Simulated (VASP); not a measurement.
The system is NaI.

```
CELL_PARAMETERS angstrom
4.50465 0.00000 0.00000
-2.25232 3.90114 0.00000
0.00000 0.00000 7.67570
ATOMIC_POSITIONS crystal
Na 0.00000 0.00000 0.00000
Na 0.00000 0.00000 0.50000
I 0.33333 0.66667 0.25000
I 0.66667 0.33333 0.75000
```

Base run:

| Item | Value |
| --- | --- |
| Program | VASP 6.6.1 |
| Functional | PBE |
| Potentials or basis | VASP PAW PBE potentials, release 64 (Na_pv, I) |
| Cutoff | 520 eV |
| k mesh | 6 × 6 × 4 |
| Occupations | gaussian, width 0.01 eV |
| Spin | no spin polarisation |

Its results: band gap on the k mesh 3.56 eV, direct; pressure 0.5 GPa.

Question: After a change of settings the same cell gave: band gap on the k mesh 4.36 eV, direct; pressure -0.1 GPa. Which change was it?
A. functional from PBE to r2SCAN
B. further incar settings from ALGO = Normal; EDIFF = 1e-06; NBANDS = 22 to ALGO = Normal; EDIFF = 1e-07; NBANDS = 22
C. functional from PBE to HSE06; k mesh from 6 × 6 × 4 to 6 × 6 × 2

Answer: A.

r2SCAN gives the wider gap, since meta-GGAs in the generalised Kohn-Sham scheme recover part of the derivative discontinuity.

Caveats: spin-orbit coupling is left out, which moves the levels of the heavy elements; the PAW data sets were made with another functional, which shifts forces and pressure a little (some runs).
